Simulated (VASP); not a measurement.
Here is a VASP 6.6.1 calculation.

Contents of INCAR:

```
ALGO = Normal
EDIFF = 1E-6
ENCUT = 520
GGA = PE
ISIF = 2
ISMEAR = 0
LASPH = True
LCHARG = False
LREAL = False
LWAVE = False
NBANDS = 16
NELM = 80
PREC = Accurate
SIGMA = 0.05
```

The input KPOINTS:

```
k-points
0
Gamma
  10 10 10
```

The input POSCAR:

```
GaP
1.0
    0.0000000000      2.5834518498      2.7251601791
    2.7251601791      0.0000000000      2.7251601791
    2.7251601791      2.5834518498      0.0000000000
Ga P
1 1
Direct
    0.0000000000      0.0000000000      0.0000000000
    0.7500000000      0.7500000000      0.7500000000
```

Potentials or basis: VASP PAW PBE potentials, release 64 (Ga_d, P).

Launch:

```bash
$ cat potpaw_PBE.64/Ga_d/POTCAR potpaw_PBE.64/P/POTCAR > POTCAR
$ mpirun -np 1 vasp_std > vasp.out
```

Task: Predict the pressure.

Result: 7.6 GPa.

Task: What does it give for the band gap on the k mesh?

Result: 0.99 eV, indirect (least direct gap 2.07 eV).

Stress tensor (GPa, compression positive):
```
6.41 0.00 0.00
0.00 9.91 0.00
0.00 0.00 6.41
```

 A k mesh can miss the band edges.
